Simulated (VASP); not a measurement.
Here is a VASP 6.6.1 calculation.

The input INCAR:

```
ALGO = Normal
EDIFF = 1E-6
ENCUT = 520
GGA = PE
ISIF = 2
ISMEAR = 0
ISPIN = 2
IVDW = 12
LASPH = T
LCHARG = F
LORBIT = 11
LREAL = Auto
LWAVE = F
MAGMOM = 0 0 0 0 0 0 0 0 0 0 0.16 0 0 0 0 0 0 0 0 0 0 0 0 0 0 0 0 0 0.16 0 0 0 0 0 0 0 0 0 0 0 0 0 0 0 0 0 0 0 0 0 0 0 0 0 0 0 0 0 0.16 0.16 0 0 0
NBANDS = 167
NELECT = 253.0
NELM = 150
PREC = Accurate
SIGMA = 0.05
```

The input KPOINTS:

```
k-points
0
Gamma
  1 1 1
```

POSCAR

```
Si
1.0
   10.8600000000      0.0000000000      0.0000000000
    0.0000000000     10.8600000000      0.0000000000
    0.0000000000      0.0000000000     10.8600000000
Si
63
Direct
    0.4999565378      0.0020659300      0.0017928177
    0.6258149171      0.1259136280      0.1266750460
    0.7515950276      0.2494124309      0.0012123389
    0.8778297422      0.3763558932      0.1238453959
    0.7489438306     -0.0006482505      0.2527052486
    0.8747394107      0.1250961326      0.3750598527
   -0.0005662983      0.0021849908      0.0007521179
    0.1259818600      0.1282405157      0.1238088398
    0.2520749540      0.2537981584     -0.0023052486
    0.3783246777      0.3830429098      0.1172080110
    0.5057162983      0.5143777164     -0.0144658379
    0.6270709945      0.6253883057      0.1266588398
    0.7520559853      0.7502969613      0.0020629834
    0.8758183241      0.8766775322      0.1265242173
    0.2489026703      0.0021434622      0.2504476059
    0.3748558932      0.1241466851      0.3760783610
    0.4998578269      0.2524449355      0.2477767035
    0.6261347145      0.3736581952      0.3739783610
    0.7517018416      0.4993081952      0.2505589319
    0.8727253223      0.6254782689      0.3770439227
    0.4966575506     -0.0060804788      0.5063235727
    0.6228898711      0.1220350829      0.6268523941
    0.7489761510      0.2474951197      0.5007944751
    0.8758897790      0.3737027624      0.6235036832
    0.7430747698     -0.0064349908      0.7531156538
    0.8734220994      0.1238764273      0.8748860958
    0.0033104052      0.5024640884     -0.0021926335
    0.1312294659      0.6286797422      0.1185307551
    0.2628475138      0.7550190608     -0.0129702578
    0.3749488950      0.8773640884      0.1266959484
    0.0002114180      0.2505731123      0.2495806630
    0.1259570902      0.3763703499      0.3719379374
    0.2520011971      0.5025015654      0.2464360037
    0.3750434622      0.6253501842      0.3746674954
    0.4999361878      0.7502512891      0.2499593923
    0.6228069982      0.8732904236      0.3782285451
   -0.0029145488     -0.0006601289      0.5008398711
    0.1231090239      0.1258733886      0.6239666667
    0.2485691529      0.2494385820      0.4981617864
    0.3750466851      0.3732231123      0.6225216390
    0.4999297422      0.4981527624      0.4978874770
    0.6106543278      0.6194522099      0.6392448435
    0.7420800184      0.7469739411      0.5076724678
    0.8715348987      0.8732603131      0.6269649171
    0.2480384899      0.0020661142      0.7498019337
    0.3750533149      0.1254604052      0.8747530387
    0.4999663904      0.2501440147      0.7498453959
    0.6272781768      0.3732460405      0.8747409761
    0.7520141805      0.4980674033      0.7498761510
    0.8751531308      0.6253359116      0.8747779006
    0.0010300184      0.7504681400      0.2487340700
    0.1232115101      0.8765356354      0.3740880295
   -0.0006534070      0.4994369245      0.4980147330
    0.1232159300      0.6253832413      0.6228044199
    0.2478492634      0.7503429098      0.4978398711
    0.3701238490      0.8622197974      0.6377261510
    0.0016959484      0.2521511050      0.7498401473
    0.1321244015      0.3826164825      0.8715066298
    0.2638532228      0.5138905157      0.7443583794
    0.4400637201      0.6850699816      0.8112893186
    0.6117767035      0.8618310313      0.8800049724
   -0.0001555249      0.7502495396      0.7498788214
    0.1232035912      0.8772882136      0.8748457643
```

Potentials or basis: VASP PAW PBE potentials, release 64 (Si).

Run with:

```sh
$ cat potpaw_PBE.64/Si/POTCAR > POTCAR
$ mpirun -np 1 vasp_gam > vasp.out
```

**Question.** Predict the site moments.

**Answer.** Si +0.01, +0.00, +0.03, +0.04, -0.00, -0.01 (each value once) μB.

**Question.** Predict the dispersion energy per atom.

**Answer.** -0.316 eV.

Forces on the atoms (eV/Å):
```
Si  -0.001 -0.007 -0.003
Si  -0.001 -0.004  0.001
Si  -0.007 -0.004  0.003
Si   0.001  0.004 -0.002
Si  -0.002 -0.003 -0.001
Si   0.004 -0.001  0.000
Si   0.004  0.000 -0.004
Si   0.001 -0.005  0.000
Si  -0.002  0.000  0.000
Si  -0.007  0.007 -0.005
Si   0.008  0.013 -0.013
Si  -0.003  0.000  0.000
Si  -0.003 -0.002  0.004
Si   0.002  0.004 -0.002
Si   0.003 -0.001 -0.004
Si   0.001 -0.001  0.000
Si  -0.001  0.000 -0.003
Si   0.005  0.004 -0.001
Si  -0.006 -0.001 -0.001
Si   0.000  0.000  0.002
Si  -0.002  0.002 -0.002
Si  -0.001 -0.001  0.000
Si  -0.004 -0.004  0.004
Si   0.003  0.005 -0.007
Si  -0.002 -0.001  0.001
Si   0.002 -0.001  0.001
Si   0.004  0.004 -0.001
Si  -0.003  0.008  0.002
Si  -0.024 -0.008  0.023
Si   0.002  0.002 -0.002
Si   0.001  0.001 -0.001
Si   0.003  0.002  0.002
Si   0.000  0.003 -0.003
Si   0.001 -0.005  0.004
Si  -0.001  0.004 -0.002
Si   0.000  0.003 -0.001
Si   0.003 -0.002  0.001
Si  -0.001 -0.004  0.003
Si  -0.004 -0.002  0.005
Si   0.004  0.001 -0.002
Si   0.002  0.004  0.006
Si  -0.021 -0.005  0.021
Si  -0.010  0.000  0.009
Si   0.002  0.003 -0.001
Si   0.001 -0.005 -0.001
Si   0.001 -0.004  0.002
Si   0.000  0.003 -0.006
Si   0.001  0.000 -0.001
Si  -0.005  0.003 -0.002
Si  -0.001 -0.005  0.002
Si  -0.003 -0.004  0.003
Si   0.001  0.002  0.001
Si   0.003 -0.001  0.002
Si   0.002  0.001  0.003
Si  -0.004 -0.001  0.002
Si   0.005  0.021 -0.018
Si  -0.001 -0.001  0.001
Si   0.002  0.003  0.005
Si  -0.003 -0.001 -0.005
Si   0.041 -0.035 -0.015
Si   0.009  0.011 -0.001
Si  -0.002  0.003 -0.003
Si   0.002  0.000 -0.001
```

Caveat: the k points lie up to 0.58 Å⁻¹ apart; the cell carries a net charge on a neutralising background, which shifts energy and pressure.
